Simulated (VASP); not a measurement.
# Au in VASP: relaxation of the atoms with PBE

Aim: the relaxation of the atoms of Au with PBE.

Program: VASP 6.6.1. These are calculated values, not measurements. Logs are shortened: lines on timing, memory, paths and dates and some standing lists are left out, and cuts for length are marked.

## (1) The cell of the first run

The cell holds a slab with vacuum, 4 atoms: a = 2.940 Å, b = 2.940 Å, c = 24.202 Å, α = 90.00°, β = 90.00°, γ = 120.00°.

## (2) Relaxation of the atoms, PBE

INCAR reads:

```
PREC = Accurate
ENCUT = 520
EDIFF = 1E-6
ISMEAR = 0
SIGMA = 0.1
LREAL = F
LASPH = T
NELM = 80
ALGO = Normal
ISIF = 2
LWAVE = F
LCHARG = F
LDIPOL = T
IDIPOL = 3
DIPOL = 0.5 0.5 0.500
GGA = PE
IBRION = 2
NSW = 90
EDIFFG = -0.03
```

KPOINTS reads:

```
Automatic mesh
0
Gamma
  12 12 1
```

POSCAR reads:

```
Au
1.0
    2.9402300950      0.0000000000      0.0000000000
   -1.4701150475      2.5463139552      0.0000000000
    0.0000000000      0.0000000000     24.2020634590
Au
4
Selective dynamics
Direct
    0.6666666667      0.3333333333      0.3512097229  F F F
    0.3333333333      0.6666666667      0.4504032410  F F F
    0.0000000000      0.0000000000      0.5495967590  T T T
    0.6666666667      0.3333333333      0.6487902771  T T T
```

Potentials or basis: VASP PAW PBE potentials, release 64 (Au).

Command:

```console
cat potpaw_PBE.64/Au/POTCAR > POTCAR
mpirun -np 1 vasp_std > vasp.out
```

OUTCAR:

```text
PREC = Accurate
   ENCUT = 520
   EDIFF = 1E-6
   ISMEAR = 0
   LREAL = F
   LASPH = T
   NELM = 80
   ISIF = 2
   GGA = PE
   IBRION = 2
   NSW = 90
   EDIFFG = -0.03

 ion  position               nearest neighbor table
   1  0.667  0.333  0.351-   2 2.94   2 2.94   2 2.94
   2  0.333  0.667  0.450-   3 2.94   3 2.94   3 2.94   1 2.94   1 2.94   1 2.94
   3  0.000  0.000  0.550-   2 2.94   2 2.94   2 2.94   4 2.94   4 2.94   4 2.94
   4  0.667  0.333  0.649-   3 2.94   3 2.94   3 2.94

  LATTYP: Found a hexagonal cell.
 ALAT       =     2.9402300950
 C/A-ratio  =     8.2313501587

  Lattice vectors:

 A1 = (   2.9402300950,   0.0000000000,   0.0000000000)
 A2 = (  -1.4701150475,   2.5463139552,   0.0000000000)
 A3 = (   0.0000000000,   0.0000000000,  24.2020634590)

Analysis of symmetry for initial positions (statically):
=====================================================================
 Subroutine PRICEL returns:
 Original cell was already a primitive cell.

 Routine SETGRP: Setting up the symmetry group for a
 hexagonal supercell.

 Subroutine GETGRP returns: Found 12 space group operations
 (whereof  6 operations were pure point group operations)
 out of a pool of 24 trial point group operations.

The static configuration has the point symmetry C_3v.
 The point group associated with its full space group is D_3d.

Analysis of symmetry for dynamics (positions and initial velocities):
=====================================================================
 Subroutine PRICEL returns:
 Original cell was already a primitive cell.

 Routine SETGRP: Setting up the symmetry group for a
 hexagonal supercell.

 Subroutine GETGRP returns: Found 12 space group operations
 (whereof  6 operations were pure point group operations)
 out of a pool of 24 trial point group operations.

The dynamic configuration has the point symmetry C_3v.
 The point group associated with its full space group is D_3d.

Analysis of constrained symmetry for selective dynamics:
=====================================================================
 Subroutine PRICEL returns:
 Original cell was already a primitive cell.

 Routine SETGRP: Setting up the symmetry group for a
 hexagonal supercell.

 Subroutine GETGRP returns: Found  6 space group operations
 (whereof  6 operations were pure point group operations)
 out of a pool of 24 trial point group operations.

The constrained configuration has the point symmetry C_3v.

 Subroutine INISYM returns: Found  6 space group operations
 (whereof  6 operations are pure point group operations),
 and found     1 'primitive' translations

----------------------------------------------------------------------------------------

                                     Primitive cell

  volume of cell :     181.1948

  direct lattice vectors                    reciprocal lattice vectors
     2.940230095  0.000000000  0.000000000     0.340109436  0.196362275  0.000000000
    -1.470115047  2.546313955  0.000000000     0.000000000  0.392724549  0.000000000
     0.000000000  0.000000000 24.202063459     0.000000000  0.000000000  0.041318791

  length of vectors
     2.940230095  2.940230095 24.202063459     0.392724549  0.392724549  0.041318791

  position of ions in fractional coordinates (direct lattice)
     0.666666667  0.333333333  0.351209723
     0.333333333  0.666666667  0.450403241
     0.000000000  0.000000000  0.549596759
     0.666666667  0.333333333  0.648790277

  ion indices of the primitive-cell ions
   primitive index   ion index
                 1           1
                 2           2
                 3           3
                 4           4

----------------------------------------------------------------------------------------

 KPOINTS: Automatic mesh

Automatic generation of k-mesh.
 Grid dimensions read from file:
 generate k-points for:   12   12    1

 Generating k-lattice:

  Cartesian coordinates                     Fractional coordinates (reciprocal lattice)
     0.028342453  0.016363523  0.000000000     0.083333333  0.000000000  0.000000000
     0.000000000  0.032727046  0.000000000     0.000000000  0.083333333  0.000000000
     0.000000000  0.000000000  0.041318791     0.000000000  0.000000000  1.000000000

  Length of vectors
     0.032727046  0.032727046  0.041318791

  Shift w.r.t. Gamma in fractional coordinates (k-lattice)
     0.000000000  0.000000000  0.000000000

 Subroutine IBZKPT returns following result:
 ===========================================

 Found     19 irreducible k-points:

 Following reciprocal coordinates:
            Coordinates               Weight
  0.000000  0.000000  0.000000      1.000000
  0.083333  0.000000  0.000000      6.000000
  0.166667 -0.000000  0.000000      6.000000
  0.250000  0.000000  0.000000      6.000000
  0.333333  0.000000  0.000000      6.000000
  0.416667  0.000000  0.000000      6.000000
[... 11 lines left out ...]
  0.333333  0.250000  0.000000     12.000000
  0.333333  0.333333  0.000000      2.000000
   k-points           NKPTS =     19   k-points in BZ     NKDIM =     19   number of bands    NBANDS=     26
   number of dos      NEDOS =    301   number of ions     NIONS =      4
   total plane-waves  NPLWV = 103680
   dimension x,y,z NGX =    24 NGY =   24 NGZ =  180
   dimension x,y,z NGXF=    48 NGYF=   48 NGZF=  360
   ions per type =               4
   NGX,Y,Z   is equivalent  to a cutoff of  13.57, 13.57, 12.36 a.u.
   NGXF,Y,Z  is equivalent  to a cutoff of  27.14, 27.14, 24.73 a.u.
 SYSTEM =  unknown system
   PREC   = accura    normal or accurate (medium, high low for compatibility)
   ISTART =      0    job   : 0-new  1-cont  2-samecut
   ICHARG =      2    charge: 1-file 2-atom 10-const
   ISPIN  =      1    spin polarized calculation?
   LNONCOLLINEAR =      F non collinear calculations
   LSORBIT =      F    spin-orbit coupling
   LASPH  =      T    aspherical Exc in radial PAW
   ENCUT  =  520.0 eV  38.22 Ry    6.18 a.u.   5.47  5.47 45.00*2*pi/ulx,y,z
   NELM   =     80;   NELMIN=  2; NELMDL= -5     # of ELM steps
   EDIFF  = 0.1E-05   stopping-criterion for ELM
   LREAL  =      F    real-space projection
   EDIFFG = -.3E-01   stopping-criterion for IOM
   NSW    =     90    number of steps for IOM
   IBRION =      2    ionic relax: 0-MD 1-quasi-New 2-CG
   NFREE  =      1    steps in history (QN), initial steepest desc. (CG)
   ISIF   =      2    stress and relaxation
   ISYM   =      2    0-nonsym 1-usesym 2-fastsym
   POTIM  = 0.5000    time-step for ionic-motion
   TEBEG  =    0.0;   TEEND  =   0.0 temperature during run
   PSTRESS=    0.0 pullay stress
   NELECT =      44.0000    total number of electrons
   NUPDOWN=      -1.0000    fix difference up-down
   EMIN   =  10.00;   EMAX   =-10.00  energy-range for DOS
   EFERMI =   0.00;   METHOD = LEGACY
   ISMEAR =     0;   SIGMA  =   0.10  broadening in eV -4-tet -1-fermi 0-gaus
   EFERMI_NEDOS =   21; number of points for ismear=-14 and -15
   IALGO  =     38    algorithm
   IMIX   =      4    mixing-type and parameters
     AMIX     =   0.40;   BMIX     =  1.00
     AMIX_MAG =   1.60;   BMIX_MAG =  1.00
  volume/ion in A,a.u.               =      45.30       305.69
  Fermi-wavevector in a.u.,A,eV,Ry     =   1.021356  1.930083 14.193165  1.043168
  Thomas-Fermi vector in A             =   2.154976
   LORBIT       =      0    0 simple, 1 ext, 2 COOP (PROOUT), +10 PAW based schemes
   GGA     = PE    functional components
   LHFCALC =     F    Hartree Fock is set to
   AEXX    =    0.0000 exact exchange contribution
   IVDW    =     0    specifies the selected vdW correction
   LEPSILON=     F    determine dielectric tensor
   LRPA    =     F    only Hartree local field effects (RPA)
 conjugate gradient relaxation of ions
 non-spin polarized calculation
 Gauss-broadening in eV      SIGMA  =   0.10
  energy-cutoff  :      520.00
  volume of cell :      181.19
 maximum number of plane-waves:      4973
 NGX is ok and might be reduce to    24
   NGX = 11   NGY = 11   NGZ = 89

--------------------------------------- Ionic step        1  -------------------------------------------

 number of electron      43.9999995 magnetization

 Free energy of the ion-electron system (eV)
  ---------------------------------------------------
  ext. energy  EPLUGINS =         0.00000000
  ---------------------------------------------------
  free energy    TOTEN  =       -12.19931317 eV

  energy without entropy =      -12.19136044  energy(sigma->0) =      -12.19533681

------------------------ aborting loop because EDIFF is reached ----------------------------------------

  FORCE on cell =-STRESS in cart. coord.  units (eV):
  Direction    XX          YY          ZZ          XY          YZ          ZX
  --------------------------------------------------------------------------------------
  -------------------------------------------------------------------------------------
  Total       -2.2503816     -2.2503816     -0.3221090      0.0000000      0.0000000     -0.0000000
  in kB      -19.8985347    -19.8985347     -2.8481823      0.0000000      0.0000000     -0.0000000
  external PRESSURE =     -14.2150839 kB  Pullay stress =       0.0000000 kB

 VOLUME and BASIS-vectors are now :
 -----------------------------------------------------------------------------
  energy-cutoff  :      520.00
  volume of cell :      181.19
      direct lattice vectors                 reciprocal lattice vectors
     2.940230095  0.000000000  0.000000000     0.340109436  0.196362275  0.000000000
    -1.470115047  2.546313955  0.000000000     0.000000000  0.392724549  0.000000000
     0.000000000  0.000000000 24.202063459     0.000000000  0.000000000  0.041318791
[... 153 lines left out ...]
 POSITION                                       TOTAL-FORCE (eV/Angst)
 -----------------------------------------------------------------------------------
      1.47012      0.84877      8.50000        -0.000000     -0.000000     -0.006630
     -0.00000      1.69754     10.90069        -0.000000     -0.000000      0.042438
      2.94023      0.00000     13.27391        -0.000000     -0.000000     -0.002202
      1.47012      0.84877     15.68890         0.000000      0.000000     -0.033606
 -----------------------------------------------------------------------------------
    total drift:                               -0.000000      0.000000      0.000490

  FREE ENERGIE OF THE ION-ELECTRON SYSTEM (eV)
  ---------------------------------------------------
  free  energy   TOTEN  =       -12.2014825225 eV

  energy  without entropy=      -12.1934077151  energy(sigma->0) =      -12.19744512

 dipolmoment           0.000000      0.000000     -0.001323 electrons x Angstroem

--------------------------------------- Ionic step        6  -------------------------------------------

 number of electron      43.9999995 magnetization

 dipolmoment           0.000000      0.000000      0.000108 electrons x Angstroem

 Free energy of the ion-electron system (eV)
  ---------------------------------------------------
  ext. energy  EPLUGINS =         0.00000000
  ---------------------------------------------------
  free energy    TOTEN  =       -12.20187227 eV

  energy without entropy =      -12.19388377  energy(sigma->0) =      -12.19787802

 E-fermi :   0.3113     XC(G=0):  -5.5836

 val. band max:        0.2631292466   @ k =   0.4167   0.0833   0.0000
 cond. band min:       0.3723879255   @ k =   0.5000   0.0000   0.0000
 fundamental gap:      0.1092586789
 Fermi energy:         0.3112804578

 k-point     1 :       0.0000    0.0000    0.0000
  band No.  band energies     occupation
      1      -8.5735      2.00000
      2      -7.4346      2.00000
      3      -6.4832      2.00000
      4      -6.3936      2.00000
      5      -4.0689      2.00000
      6      -3.9980      2.00000
[... 18 lines left out ...]
     25       0.6058      0.00003
     26       4.7971      0.00000
[... 501 lines left out ...]
      6      -4.4894      2.00000
[... 18 lines left out ...]
     25       4.9911      0.00000
     26       4.9917      0.00000

------------------------ aborting loop because EDIFF is reached ----------------------------------------

 vacuum level on the upper side and lower side of the slab       (xc-potential included)        -0.007        -0.009

  FORCE on cell =-STRESS in cart. coord.  units (eV):
  Direction    XX          YY          ZZ          XY          YZ          ZX
  --------------------------------------------------------------------------------------
  -------------------------------------------------------------------------------------
  Total       -2.0463285     -2.0463285     -0.0343796     -0.0000000      0.0000000      0.0000000
  in kB      -18.0942368    -18.0942368     -0.3039941     -0.0000000      0.0000000      0.0000000
  external PRESSURE =     -12.1641559 kB  Pullay stress =       0.0000000 kB

 VOLUME and BASIS-vectors are now :
 -----------------------------------------------------------------------------
  energy-cutoff  :      520.00
  volume of cell :      181.19
      direct lattice vectors                 reciprocal lattice vectors
     2.940230095  0.000000000  0.000000000     0.340109436  0.196362275  0.000000000
    -1.470115047  2.546313955  0.000000000     0.000000000  0.392724549  0.000000000
     0.000000000  0.000000000 24.202063459     0.000000000  0.000000000  0.041318791

 POSITION                                       TOTAL-FORCE (eV/Angst)
 -----------------------------------------------------------------------------------
      1.47012      0.84877      8.50000         0.000000      0.000000     -0.007040
     -0.00000      1.69754     10.90069        -0.000000      0.000000      0.005171
     -1.47012      2.54631     13.26352         0.000000     -0.000000      0.002958
      1.47012      0.84877     15.66698         0.000000     -0.000000     -0.001089
 -----------------------------------------------------------------------------------
    total drift:                               -0.000000      0.000000      0.001927

  FREE ENERGIE OF THE ION-ELECTRON SYSTEM (eV)
  ---------------------------------------------------
  free  energy   TOTEN  =       -12.2018722735 eV

  energy  without entropy=      -12.1938837678  energy(sigma->0) =      -12.19787802

 reached required accuracy - stopping structural energy minimisation

 vacuum level on the upper side and lower side of the slab         5.422         5.420
```

It took 13 min on 1 thread of Oxide Virtual Turin-like, shared host; peak memory 0.31 GiB.

What came out:

| Item | Value |
| --- | --- |
| Free energy | -12.2019 eV |
| Energy gained by relaxing | 0.6 meV/atom |
| Ionic steps | 6 |
| Band gap on the k mesh | zero (bands 22 and 23 overlap by 4.70 eV) |

Step by step:
```csv
step,energy change (eV),largest force on free atoms (eV/Å),pressure (GPa)
1,0.0000,0.1423,-1.42
2,-0.0008,0.0961,-1.42
3,-0.0015,0.0556,-1.42
4,-0.0017,0.0500,-1.40
5,-0.0022,0.0336,-1.34
6,-0.0026,0.0030,-1.22
```

Final structure:
```yaml
crystal:
  lattice:
    - [2.94023, 0.00000, 0.00000]
    - [-1.47012, 2.54631, 0.00000]
    - [0.00000, 0.00000, 24.20206]
  atoms:
    - { symbol: Au, position: [0.66667, 0.33333, 0.35121] }
    - { symbol: Au, position: [0.33333, 0.66667, 0.45040] }
    - { symbol: Au, position: [0.00000, 0.00000, 0.54803] }
    - { symbol: Au, position: [0.66667, 0.33333, 0.64734] }
```

Levels at points of the mesh, in eV from the Fermi level:
```tsv
k point	band 18	band 19	band 20	band 21	band 22	band 23	band 24	band 25	band 26
(0.00, 0.00, 0.00)	-2.77	-2.77	-2.32	-2.32	-1.96	-1.96	-1.13	0.29	4.49
(0.50, 0.00, 0.00)	-1.74	-1.60	-1.57	0.06	0.92	1.29	1.39	3.28	3.65
```

Caveat: spin-orbit coupling is left out, which moves the levels of the heavy elements.
